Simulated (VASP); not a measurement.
A run of VASP 6.6.1:

File INCAR:

```
SYSTEM = TiAl3
ALGO     = Normal         ! electronic algorithm
EDIFF    = 1E-6           ! SCF threshold, eV
ENCUT    = 520            ! plane-wave cutoff, eV
GGA      = PS             ! functional
ISIF     = 2              ! what is computed and relaxed
ISMEAR   = -1             ! smearing method
LASPH    = .TRUE.         ! aspherical terms in the spheres
LCHARG   = .FALSE.        ! write CHGCAR
LREAL    = .FALSE.        ! projectors in reciprocal space
LWAVE    = .FALSE.        ! write WAVECAR
NBANDS   = 18             ! bands
NELM     = 100            ! most SCF steps
PREC     = Accurate       ! precision mode
SIGMA    = 0.05           ! smearing width, eV
```

Contents of KPOINTS:

```
k-points
0
G
  7 7 7
  0 0 0
```

POSCAR

```
TiAl3
1.0
    3.9291223209      0.0000000000      0.0000000000
    0.0000000000      3.9291223209      0.0000000000
    0.0000000000      0.0000000000      3.9291223209
Ti Al
1 3
Direct
    0.0000000000      0.0000000000      0.0000000000
    0.0000000000      0.5000000000      0.5000000000
    0.5000000000      0.0000000000      0.5000000000
    0.5000000000      0.5000000000      0.0000000000
```

Potentials or basis: VASP PAW PBE potentials, release 64 (Ti_sv, Al).

Launch:

```bash
$ cat potpaw_PBE.64/Ti_sv/POTCAR potpaw_PBE.64/Al/POTCAR > POTCAR
$ mpirun -np 1 vasp_std > vasp.out
```

Hardware: 1 thread of Intel(R) Xeon(R) 6975P-C (Granite Rapids) (shared host).

**Question.** How long does it take, and how much memory?

**Answer.** Wall time 10 s on 1 thread of Intel(R) Xeon(R) 6975P-C (Granite Rapids), with other jobs on the host, peak memory 0.16 GiB. Counts: scf iterations 13, k points 20.
